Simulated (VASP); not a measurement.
GaSb, 2 atoms in the cell. It takes space group I-4m2 (No. 119, tetragonal). The conventional cell has a = 5.507 Å, b = 5.507 Å, c = 3.181 Å, α = 90.00°, β = 90.00°, γ = 90.00°. Within 3.8 Å of Sb (site symmetry -4m2) lie 8 Ga at 2.87 to 3.64 Å and 2 Sb at 3.18 Å. Within 3.8 Å of Ga (site symmetry -4m2) lie 8 Sb at 2.87 to 3.64 Å and 2 Ga at 3.18 Å. 

```yaml
Program: VASP 6.6.1
Task: single point
Functional: HF
Potentials_or_basis: VASP PAW PBE potentials, release 64 (Sb, Ga_d)
Cutoff: 520 eV
k_mesh: 5 × 5 × 5
Occupations: fermi-dirac, width 0.05 eV
Spin: no spin polarisation
Dipole_correction: no
Grid_for_exact_exchange_PRECFOCK: Normal
Further_INCAR_settings: ALGO = Normal; EDIFF = 1e-07; NBANDS = 16
Share_of_exact_exchange: 1
```

Potentials or basis: VASP PAW PBE potentials, release 64 (Sb, Ga_d).

Run with:

```bash
$ cat potpaw_PBE.64/Sb/POTCAR potpaw_PBE.64/Ga_d/POTCAR > POTCAR
$ cp INCAR.step1 INCAR
$ mpirun -np 1 vasp_std > vasp.out
$ cp INCAR.step2 INCAR
$ mpirun -np 1 vasp_std > vasp.out
```

Hardware: 1 × NVIDIA H100 80GB with 1 thread of Intel(R) Xeon(R) Platinum 8481C CPU @ 2.70GHz (Sapphire Rapids) (shared host).

Problem. How long does it take, and how much memory?

Solution. Run time: 22 min on 1 × NVIDIA H100 80GB with 1 thread of Intel(R) Xeon(R) Platinum 8481C CPU @ 2.70GHz (Sapphire Rapids), on a shared host, peak memory 1.2 GiB. Counts: k points 18.
